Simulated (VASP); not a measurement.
# MnS (Fm-3m) in VASP: notebook

Runs on MnS. Level: r2SCAN. Tasks: single point.

All numbers are computed with VASP 6.6.1; they aren't measurements. Logs are shortened: lines on timing, memory, paths and dates and some standing lists are left out, and cuts for length are marked.

## (1) The cell of the first run

Symmetry: Fm-3m, No. 225, cubic system. Conventional cell: a = 5.220 Å, b = 5.220 Å, c = 5.220 Å, α = 90.00°, β = 90.00°, γ = 90.00°. Mn (site symmetry m-3m) has 6 S at 2.61 Å within 3.4 Å. S (site symmetry m-3m) has 6 Mn at 2.61 Å within 3.4 Å.

## (2) Single point, r2SCAN

POSCAR

```
MnS
1.0
    0.0000000000      2.6100487659      2.6100487659
    2.6100487659      0.0000000000      2.6100487659
    2.6100487659      2.6100487659      0.0000000000
Mn S
1 1
Direct
    0.0000000000      0.0000000000      0.0000000000
    0.5000000000      0.5000000000      0.5000000000
```

INCAR.step1

```
  ALGO = Normal
  EDIFF = 1E-4
  ENCUT = 520
  GGA = PE
  ISMEAR = 0
  LASPH = True
  LCHARG = False
  LREAL = False
  LWAVE = True
  NBANDS = 16
  NELM = 60
  PREC = Accurate
  SIGMA = 0.05
```

INCAR.step2

```
  ALGO = Normal
  EDIFF = 1E-6
  ENCUT = 520
  ISIF = 2
  ISMEAR = 0
  ISTART = 1
  LASPH = True
  LCHARG = False
  LMIXTAU = True
  LREAL = False
  LWAVE = False
  METAGGA = R2SCAN
  NBANDS = 16
  NELM = 60
  PREC = Accurate
  SIGMA = 0.05
```

KPOINTS

```
k-points
0
Gamma
  12 12 12
```

Potentials or basis: VASP PAW PBE potentials, release 64 (Mn_pv, S).

Started as:

```bash
$ cat potpaw_PBE.64/Mn_pv/POTCAR potpaw_PBE.64/S/POTCAR > POTCAR
$ cp INCAR.step1 INCAR
$ mpirun -np 1 vasp_std > vasp.out
$ cp INCAR.step2 INCAR
$ mpirun -np 1 vasp_std > vasp.out
```

OUTCAR:

```text
EDIFF = 1E-6
   ENCUT = 520
   ISIF = 2
   ISMEAR = 0
   ISTART = 1
   LASPH = True
   LREAL = False
   METAGGA = R2SCAN
   NELM = 60
   PREC = Accurate

 ion  position               nearest neighbor table
   1  0.000  0.000  0.000-   2 2.61   2 2.61   2 2.61   2 2.61   2 2.61   2 2.61
   2  0.500  0.500  0.500-   1 2.61   1 2.61   1 2.61   1 2.61   1 2.61   1 2.61

  LATTYP: Found a face centered cubic cell.
 ALAT       =     5.2200975318

  Lattice vectors:

 A1 = (   0.0000000000,   2.6100487659,   2.6100487659)
 A2 = (   2.6100487659,   0.0000000000,   2.6100487659)
 A3 = (   2.6100487659,   2.6100487659,   0.0000000000)

Analysis of symmetry for initial positions (statically):
=====================================================================
 Subroutine PRICEL returns:
 Original cell was already a primitive cell.

 Routine SETGRP: Setting up the symmetry group for a
 face centered cubic supercell.

 Subroutine GETGRP returns: Found 48 space group operations
 (whereof 48 operations were pure point group operations)
 out of a pool of 48 trial point group operations.

The static configuration has the point symmetry O_h .

Analysis of symmetry for dynamics (positions and initial velocities):
=====================================================================
 Subroutine PRICEL returns:
 Original cell was already a primitive cell.

 Routine SETGRP: Setting up the symmetry group for a
 face centered cubic supercell.

 Subroutine GETGRP returns: Found 48 space group operations
 (whereof 48 operations were pure point group operations)
 out of a pool of 48 trial point group operations.

The dynamic configuration has the point symmetry O_h .

 Subroutine INISYM returns: Found 48 space group operations
 (whereof 48 operations are pure point group operations),
 and found     1 'primitive' translations

----------------------------------------------------------------------------------------

                                     Primitive cell

  volume of cell :      35.5612

  direct lattice vectors                    reciprocal lattice vectors
     0.000000000  2.610048766  2.610048766    -0.191567302  0.191567302  0.191567302
     2.610048766  0.000000000  2.610048766     0.191567302 -0.191567302  0.191567302
     2.610048766  2.610048766  0.000000000     0.191567302  0.191567302 -0.191567302

  length of vectors
     3.691166363  3.691166363  3.691166363     0.331804300  0.331804300  0.331804300

  position of ions in fractional coordinates (direct lattice)
     0.000000000  0.000000000  0.000000000
     0.500000000  0.500000000  0.500000000

  ion indices of the primitive-cell ions
   primitive index   ion index
                 1           1
                 2           2

----------------------------------------------------------------------------------------

 KPOINTS: k-points

Automatic generation of k-mesh.
 Grid dimensions read from file:
 generate k-points for:   12   12   12

 Generating k-lattice:

  Cartesian coordinates                     Fractional coordinates (reciprocal lattice)
    -0.015963942  0.015963942  0.015963942     0.083333333  0.000000000  0.000000000
     0.015963942 -0.015963942  0.015963942     0.000000000  0.083333333  0.000000000
     0.015963942  0.015963942 -0.015963942     0.000000000  0.000000000  0.083333333

  Length of vectors
     0.027650358  0.027650358  0.027650358

  Shift w.r.t. Gamma in fractional coordinates (k-lattice)
     0.000000000  0.000000000  0.000000000

 Subroutine IBZKPT returns following result:
 ===========================================

 Found     72 irreducible k-points:

 Following reciprocal coordinates:
            Coordinates               Weight
  0.000000  0.000000  0.000000      1.000000
  0.083333  0.000000  0.000000      8.000000
  0.166667  0.000000  0.000000      8.000000
  0.250000  0.000000  0.000000      8.000000
  0.333333  0.000000  0.000000      8.000000
  0.416667  0.000000  0.000000      8.000000
[... 16 lines left out ...]
  0.500000  0.166667  0.000000     24.000000
 -0.416667  0.166667  0.000000     24.000000
 [... further k-points ...]
   k-points           NKPTS =     72   k-points in BZ     NKDIM =     72   number of bands    NBANDS=     16
   number of dos      NEDOS =    301   number of ions     NIONS =      2
   total plane-waves  NPLWV =  21952
   dimension x,y,z NGX =    28 NGY =   28 NGZ =   28
   dimension x,y,z NGXF=    56 NGYF=   56 NGZF=   56
   ions per type =               1   1
   NGX,Y,Z   is equivalent  to a cutoff of  12.61, 12.61, 12.61 a.u.
   NGXF,Y,Z  is equivalent  to a cutoff of  25.22, 25.22, 25.22 a.u.
 SYSTEM =  unknown system
   PREC   = accura    normal or accurate (medium, high low for compatibility)
   ISTART =      1    job   : 0-new  1-cont  2-samecut
   ICHARG =      0    charge: 1-file 2-atom 10-const
   ISPIN  =      1    spin polarized calculation?
   LNONCOLLINEAR =      F non collinear calculations
[... 27 lines left out ...]
  Thomas-Fermi vector in A             =   2.457655
   LORBIT       =      0    0 simple, 1 ext, 2 COOP (PROOUT), +10 PAW based schemes
   METAGGA = R2SCAN    functional components
   LHFCALC =     F    Hartree Fock is set to
   AEXX    =    0.0000 exact exchange contribution
   IVDW    =     0    specifies the selected vdW correction
   LEPSILON=     F    determine dielectric tensor
   LRPA    =     F    only Hartree local field effects (RPA)
 non-spin polarized calculation
 Gauss-broadening in eV      SIGMA  =   0.05
  energy-cutoff  :      520.00
  volume of cell :       35.56
 maximum number of plane-waves:       982
   NGX = 13   NGY = 13   NGZ = 13

 number of electron      18.9999982 magnetization

 Free energy of the ion-electron system (eV)
  ---------------------------------------------------
  ext. energy  EPLUGINS =         0.00000000
  ---------------------------------------------------
  free energy    TOTEN  =       -21.33701969 eV

  energy without entropy =      -21.31669737  energy(sigma->0) =      -21.32685853

 E-fermi :   5.7293     XC(G=0): -11.2522

 val. band max:        5.7284467699   @ k =  -0.4167   0.4167   0.1667
 cond. band min:       5.7313094196   @ k =  -0.4167   0.3333   0.0833
 fundamental gap:      0.0028626497
 Fermi energy:         5.7292782502

 k-point     1 :       0.0000    0.0000    0.0000
  band No.  band energies     occupation
      1     -43.5352      2.00000
      2     -43.5351      2.00000
      3     -43.5345      2.00000
      4      -8.9517      2.00000
      5       4.1471      2.00000
      6       4.1471      2.00000
[... 8 lines left out ...]
     15      15.7700      0.00000
     16      15.7700      0.00000

 k-point     2 :       0.0833    0.0000    0.0000
  band No.  band energies     occupation
      1     -43.5357      2.00000
      2     -43.5352      2.00000
      3     -43.5346      2.00000
      4      -8.8847      2.00000
      5       3.5499      2.00000
      6       3.8550      2.00000
[... 8 lines left out ...]
     15      15.7546      0.00000
     16      15.7547      0.00000

 k-point     3 :       0.1667    0.0000    0.0000
  band No.  band energies     occupation
      1     -43.5373      2.00000
      2     -43.5355      2.00000
      3     -43.5350      2.00000
      4      -8.6931      2.00000
      5       2.4668      2.00000
      6       3.3592      2.00000
[... 8 lines left out ...]
     15      15.4152      0.00000
     16      15.4153      0.00000

 k-point     4 :       0.2500    0.0000    0.0000
  band No.  band energies     occupation
      1     -43.5396      2.00000
      2     -43.5358      2.00000
      3     -43.5353      2.00000
      4      -8.4064      2.00000
      5       1.3342      2.00000
      6       2.9058      2.00000
[... 8 lines left out ...]
     15      14.5138      0.00000
     16      14.5139      0.00000
[... 324 lines left out ...]
 k-point    22 :       0.4167    0.1667    0.0000
  band No.  band energies     occupation
      1     -43.5421      2.00000
      2     -43.5370      2.00000
      3     -43.5369      2.00000
      4      -7.8691      2.00000
      5       0.2599      2.00000
      6       2.1239      2.00000
[... 8 lines left out ...]
     15      14.6231      0.00000
     16      14.7127      0.00000

 k-point    23 :       0.5000    0.1667    0.0000
  band No.  band energies     occupation
      1     -43.5432      2.00000
      2     -43.5373      2.00000
      3     -43.5370      2.00000
      4      -7.6762      2.00000
      5      -0.1522      2.00000
      6       1.9023      2.00000
[... 8 lines left out ...]
     15      14.0165      0.00000
     16      15.3790      0.00000

 k-point    24 :      -0.4167    0.1667    0.0000
  band No.  band energies     occupation
      1     -43.5433      2.00000
      2     -43.5375      2.00000
      3     -43.5368      2.00000
      4      -7.6435      2.00000
      5      -0.2216      2.00000
      6       1.8477      2.00000
[... 8 lines left out ...]
     15      13.5778      0.00000
     16      15.5214      0.00000

 [... further k-points ...]

------------------------ aborting loop because EDIFF is reached ----------------------------------------

  FORCE on cell =-STRESS in cart. coord.  units (eV):
  Direction    XX          YY          ZZ          XY          YZ          ZX
  --------------------------------------------------------------------------------------
  -------------------------------------------------------------------------------------
  Total       -4.8283586     -4.8283586     -4.8283586      0.0000000      0.0000000     -0.0000000
  in kB     -217.5375519   -217.5375519   -217.5375519      0.0000000      0.0000000     -0.0000000
  external PRESSURE =    -217.5375519 kB  Pullay stress =       0.0000000 kB

 VOLUME and BASIS-vectors are now :
 -----------------------------------------------------------------------------
  energy-cutoff  :      520.00
  volume of cell :       35.56
      direct lattice vectors                 reciprocal lattice vectors
     0.000000000  2.610048766  2.610048766    -0.191567302  0.191567302  0.191567302
     2.610048766  0.000000000  2.610048766     0.191567302 -0.191567302  0.191567302
     2.610048766  2.610048766  0.000000000     0.191567302  0.191567302 -0.191567302

 POSITION                                       TOTAL-FORCE (eV/Angst)
 -----------------------------------------------------------------------------------
      0.00000      0.00000      0.00000        -0.000000     -0.000000      0.000000
      2.61005      2.61005      2.61005         0.000000      0.000000     -0.000000
 -----------------------------------------------------------------------------------
    total drift:                               -0.000000      0.000000      0.000000

  FREE ENERGIE OF THE ION-ELECTRON SYSTEM (eV)
  ---------------------------------------------------
  free  energy   TOTEN  =       -21.3370196855 eV

  energy  without entropy=      -21.3166973737  energy(sigma->0) =      -21.32685853
```

Run time: 85 s. Hardware: 1 thread of AMD EPYC 9R45 (Zen 5), shared host; peak memory 0.16 GiB.

What came out:

```yaml
Free_energy: -21.3370 eV
Pressure: -21.8 GPa
```

Levels at points of the mesh, in eV from the Fermi level:
```csv
k point,band 6,band 7,band 8,band 9,band 10,band 11,band 12,band 13,band 14,band 15
"(0.00, 0.00, 0.00)",-1.58,-1.58,-0.88,-0.88,-0.88,-0.11,-0.11,3.38,10.04,10.04
"(0.50, 0.00, 0.00)",-3.46,-3.46,-0.16,-0.16,0.06,2.68,2.68,4.21,6.88,6.88
"(0.50, 0.50, 0.00)",-3.08,-3.08,-1.59,-0.04,-0.04,0.25,1.08,2.64,7.13,11.70
```

Caveat: the PAW data sets were made with another functional, which shifts forces and pressure a little; the run has no spin polarisation, though such a crystal can be magnetic; semilocal functionals often make such compounds metallic where correlation or magnetic order opens a gap, which also shifts bond lengths.

## (3) Single point, r2SCAN, collinear spin, ferromagnetic start

This run uses another cell than the first one, of 16.44 Å³/atom, 0.924 times its volume.

POSCAR

```
MnS
1.0
    0.0000000000      2.5425827984      2.5425827984
    2.5425827984      0.0000000000      2.5425827984
    2.5425827984      2.5425827984      0.0000000000
Mn S
1 1
Direct
    0.0000000000      0.0000000000      0.0000000000
    0.5000000000      0.5000000000      0.5000000000
```

INCAR.step1

```
ALGO     = Normal         # electronic algorithm
EDIFF    = 1E-4           # SCF threshold, eV
ENCUT    = 520            # plane-wave cutoff, eV
GGA      = PE             # functional
ISMEAR   = 0              # smearing method
ISPIN    = 2              # spin polarisation
LASPH    = T              # aspherical terms in the spheres
LCHARG   = F              # write CHGCAR
LMAXMIX  = 4              # l up to which the mixer works
LREAL    = F              # projectors in reciprocal space
LWAVE    = T              # write WAVECAR
MAGMOM   = 5 0            # initial moments
NBANDS   = 20             # bands
NELM     = 150            # most SCF steps
PREC     = Accurate       # precision mode
SIGMA    = 0.05           # smearing width, eV
```

INCAR.step2

```
ALGO     = Normal         # electronic algorithm
EDIFF    = 1E-6           # SCF threshold, eV
ENCUT    = 520            # plane-wave cutoff, eV
ISIF     = 2              # what is computed and relaxed
ISMEAR   = 0              # smearing method
ISPIN    = 2              # spin polarisation
ISTART   = 1            
LASPH    = T              # aspherical terms in the spheres
LCHARG   = T              # write CHGCAR
LELF     = T              # ELF
LMAXMIX  = 4              # l up to which the mixer works
LMIXTAU  = T            
LORBIT   = 11             # projections on sites
LREAL    = F              # projectors in reciprocal space
LVHAR    = T            
LWAVE    = F              # write WAVECAR
MAGMOM   = 5 0            # initial moments
METAGGA  = R2SCAN         # meta-GGA
NBANDS   = 20             # bands
NELM     = 150            # most SCF steps
PREC     = Accurate       # precision mode
SIGMA    = 0.05           # smearing width, eV
```

KPOINTS is that of step 2.

Potentials or basis: VASP PAW PBE potentials, release 64 (Mn_pv, S).

Started as:

```bash
$ cat potpaw_PBE.64/Mn_pv/POTCAR potpaw_PBE.64/S/POTCAR > POTCAR
$ cp INCAR.step1 INCAR
$ mpirun -np 1 vasp_std > vasp.out
$ cp INCAR.step2 INCAR
$ mpirun -np 1 vasp_std > vasp.out
```

Run time: 3.1 min. Hardware: 1 thread of AMD EPYC 9R45 (Zen 5), shared host; peak memory 0.2 GiB.

It converged, with:

| Item | Value |
| --- | --- |
| Free energy | -24.8255 eV |
| Pressure | 6.3 GPa |
| Net moment | 4.88 μB per cell |
| Site moments | Mn +4.41; S +0.14 μB |
| Valence electrons inside the program's atomic spheres | Mn 11.35; S 3.81 |

Levels at points of the mesh, in eV from the Fermi level:
Spin up:
```csv
k point,band 9,band 10,band 11,band 12,band 13,band 14,band 15,band 16
"(0.00, 0.00, 0.00)",-4.11,-2.27,-2.27,-2.27,2.57,8.85,8.85,8.85
"(0.50, 0.00, 0.00)",-3.63,-3.15,0.18,0.18,3.06,5.58,5.58,9.75
"(0.50, 0.50, 0.00)",-3.84,-3.48,-3.48,-2.86,1.02,5.51,11.38,13.25
```
Spin down:
| k point | band 3 | band 4 | band 5 | band 6 | band 7 | band 8 | band 9 | band 10 | band 11 | band 12 |
| --- | --- | --- | --- | --- | --- | --- | --- | --- | --- | --- |
| (0.00, 0.00, 0.00) | -47.16 | -15.53 | -1.92 | -1.92 | -1.92 | 0.77 | 0.77 | 0.77 | 0.81 | 0.81 |
| (0.50, 0.00, 0.00) | -47.16 | -13.99 | -7.18 | -3.79 | -3.79 | 2.08 | 2.08 | 2.29 | 3.77 | 4.20 |
| (0.50, 0.50, 0.00) | -47.17 | -13.80 | -6.35 | -3.67 | -3.67 | -0.66 | 1.37 | 2.32 | 2.38 | 2.38 |

Caveat: the PAW data sets were made with another functional, which shifts forces and pressure a little; a cell with one magnetic atom can't hold antiferromagnetic order, which such compounds often take; semilocal functionals often make such compounds metallic where correlation or magnetic order opens a gap, which also shifts bond lengths. With open d or f shells a metallic result of r2SCAN can be an artefact of self-interaction; +U or a hybrid may open a gap.

## (4) Single point, r2SCAN, collinear spin, ferromagnetic start

This run uses another cell than the first one, of 17.13 Å³/atom, 0.963 times its volume.

POSCAR

```
MnS
1.0
    0.0000000000      2.5775913577      2.5775913577
    2.5775913577      0.0000000000      2.5775913577
    2.5775913577      2.5775913577      0.0000000000
Mn S
1 1
Direct
    0.0000000000      0.0000000000      0.0000000000
    0.5000000000      0.5000000000      0.5000000000
```

INCAR.step1

```
SYSTEM = MnS
ALGO = Normal
EDIFF = 1E-4
ENCUT = 520
GGA = PE
ISMEAR = 0
ISPIN = 2
LASPH = .TRUE.
LCHARG = .FALSE.
LMAXMIX = 4
LREAL = .FALSE.
LWAVE = .TRUE.
MAGMOM = 4.77 0
NBANDS = 20
NELM = 150
PREC = Accurate
SIGMA = 0.05
```

INCAR.step2

```
SYSTEM = MnS
ALGO = Normal
EDIFF = 1E-6
ENCUT = 520
ISIF = 2
ISMEAR = 0
ISPIN = 2
ISTART = 1
LASPH = .TRUE.
LCHARG = .FALSE.
LMAXMIX = 4
LMIXTAU = .TRUE.
LORBIT = 11
LREAL = .FALSE.
LWAVE = .FALSE.
MAGMOM = 4.77 0
METAGGA = R2SCAN
NBANDS = 20
NELM = 150
PREC = Accurate
SIGMA = 0.05
```

KPOINTS

```
k-points
0
G
  12 12 12
  0 0 0
```

Started as:

```bash
$ cat potpaw_PBE.64/Mn_pv/POTCAR potpaw_PBE.64/S/POTCAR > POTCAR
$ cp INCAR.step1 INCAR
$ mpirun -np 1 vasp_std > vasp.out
$ cp INCAR.step2 INCAR
$ mpirun -np 1 vasp_std > vasp.out
```

It took 3.2 min on 1 thread of AMD EPYC 9R45 (Zen 5), shared host; peak memory 0.2 GiB.

The run converged. Its results:

```
Free energy                                           : -24.8637 eV
Pressure                                              : 3.0 GPa
Net moment                                            : 4.95 μB per cell
Site moments                                          : Mn +4.47; S +0.14 μB
Valence electrons inside the program's atomic spheres : Mn 11.31; S 3.80
```

Levels at points of the mesh, in eV from the Fermi level:
Spin up:
```
           k point  band 9  band 10  band 11  band 12  band 13  band 14  band 15  band 16
(0.00, 0.00, 0.00)   -4.03    -2.14    -2.14    -2.14     2.30     8.83     8.83     8.83
(0.50, 0.00, 0.00)   -3.60    -3.14     0.09     0.09     3.10     5.62     5.62     9.28
(0.50, 0.50, 0.00)   -3.78    -3.47    -3.47    -2.91     1.00     5.53    11.06    12.87
```
Spin down:
| k point | band 3 | band 4 | band 5 | band 6 | band 7 | band 8 | band 9 | band 10 | band 11 | band 12 |
| --- | --- | --- | --- | --- | --- | --- | --- | --- | --- | --- |
| (0.00, 0.00, 0.00) | -47.06 | -15.15 | -1.79 | -1.79 | -1.79 | 0.98 | 0.98 | 0.98 | 1.00 | 1.00 |
| (0.50, 0.00, 0.00) | -47.06 | -13.72 | -6.81 | -3.53 | -3.53 | 2.19 | 2.19 | 2.38 | 3.85 | 4.15 |
| (0.50, 0.50, 0.00) | -47.07 | -13.54 | -6.02 | -3.46 | -3.46 | -0.37 | 1.52 | 2.39 | 2.48 | 2.48 |

Caveat: the PAW data sets were made with another functional, which shifts forces and pressure a little; a cell with one magnetic atom can't hold antiferromagnetic order, which such compounds often take; semilocal functionals often make such compounds metallic where correlation or magnetic order opens a gap, which also shifts bond lengths. With open d or f shells a metallic result of r2SCAN can be an artefact of self-interaction; +U or a hybrid may open a gap.

## (5) The runs side by side

| spin | cell | gap on the mesh (eV) | pressure (GPa) | moment (μB) |
| --- | --- | --- | --- | --- |
| off | a = 3.691 Å, angles 60.0°, 2 atoms | none | -21.8 | - |
| collinear, ferromagnetic start | a = 3.596 Å, angles 60.0°, 2 atoms | none | 6.3 | 4.88 |
| collinear, ferromagnetic start | a = 3.645 Å, angles 60.0°, 2 atoms | none | 3.0 | 4.95 |

Alike in all rows: task single point; level r2SCAN; potentials or basis VASP PAW PBE potentials, release 64 (Mn_pv, S); k mesh 12 × 12 × 12; cutoff (eV) 520; smearing gaussian 0.05 eV.

Caveats: the PAW data sets were made with another functional, which shifts forces and pressure a little; semilocal functionals often make such compounds metallic where correlation or magnetic order opens a gap, which also shifts bond lengths; a cell with one magnetic atom can't hold antiferromagnetic order, which such compounds often take (some runs).

Total energies depend on the potentials used, so only differences within one code and one set of settings carry meaning.
